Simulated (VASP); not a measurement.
# Cs: single point with PBE

Crystal: Cs.

```
Cs
1.0
     1.84285   -2.64208   -0.09320
     1.84285    2.64208   -0.09320
    -1.71047    0.00000    2.73198
Cs
1
Direct
  0.00000 0.00000 0.50000
```

* Program: VASP 6.6.1
* Task: single point
* Functional: PBE
* Potentials or basis: VASP PAW PBE potentials, release 64 (Cs_sv)
* Cutoff: 520 eV
* k mesh: 16 × 16 × 16
* Occupations: gaussian, width 0.1 eV
* Spin: no spin polarisation

| Item | Value |
| --- | --- |
| Pressure | 31.5 GPa |
| Band gap on the k mesh | zero (an odd number of electrons rules out a gap without spin polarisation) |

Levels at points of the mesh, in eV from the Fermi level:
| k point | band 2 | band 3 | band 4 | band 5 | band 6 | band 7 |
| --- | --- | --- | --- | --- | --- | --- |
| (0.00, 0.00, 0.00) | -8.47 | -8.47 | -8.46 | 0.49 | 3.27 | 3.47 |
| (0.50, 0.00, 0.00) | -14.52 | -10.36 | -8.83 | -1.38 | 0.20 | 7.88 |
| (0.50, 0.50, 0.00) | -14.53 | -10.29 | -8.75 | -1.29 | 0.39 | 7.61 |
| (0.00, 0.00, 0.50) | -14.53 | -10.29 | -8.75 | -1.29 | 0.39 | 7.62 |
| (0.50, 0.00, 0.50) | -14.52 | -10.35 | -8.83 | -1.38 | 0.20 | 7.88 |
| (0.50, 0.50, 0.50) | -12.46 | -12.46 | -12.32 | -2.99 | -2.93 | 11.77 |

It took 63 s on 1 thread of Intel(R) Xeon(R) 6975P-C (Granite Rapids), with other jobs on the host, peak memory 0.35 GiB.

Caveat: the cell stands under pressure; spin-orbit coupling is left out, which moves the levels of the heavy elements.
